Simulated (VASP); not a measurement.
A run of VASP 6.6.1:

The input INCAR:

```
PREC = Accurate
ENCUT = 520
EDIFF = 1E-7
ISMEAR = -1
SIGMA = 0.08
LREAL = F
LASPH = T
NELM = 80
ALGO = Normal
ISIF = 2
LWAVE = F
LCHARG = T
GGA = PS
LELF = T
LVHAR = T
NBANDS = 18
```

Contents of KPOINTS:

```
regular mesh
0
Gamma
  10 10 10
```

The input POSCAR:

```
TiAu
1.0
    3.2214600000      0.0000000000      0.0000000000
    0.0000000000      3.2214600000      0.0000000000
    0.0000000000      0.0000000000      3.2540000000
Ti Au
1 1
Direct
    0.5000000000      0.5000000000      0.5000000000
    0.0000000000      0.0000000000      0.0000000000
```

Potentials or basis: VASP PAW PBE potentials, release 64 (Ti_sv, Au).

Run with:

```bash
$ cat potpaw_PBE.64/Ti_sv/POTCAR potpaw_PBE.64/Au/POTCAR > POTCAR
$ mpirun -np 1 vasp_std > vasp.out
```

Hardware: 1 thread of Intel Xeon 8259CL (shared host).

**Question.** How long does it take, and how much memory?

**Answer.** Run time: 64 s on 1 thread of Intel Xeon 8259CL, with other jobs on the host, peak memory 0.2 GiB. Counts: scf iterations 15, k points 126.
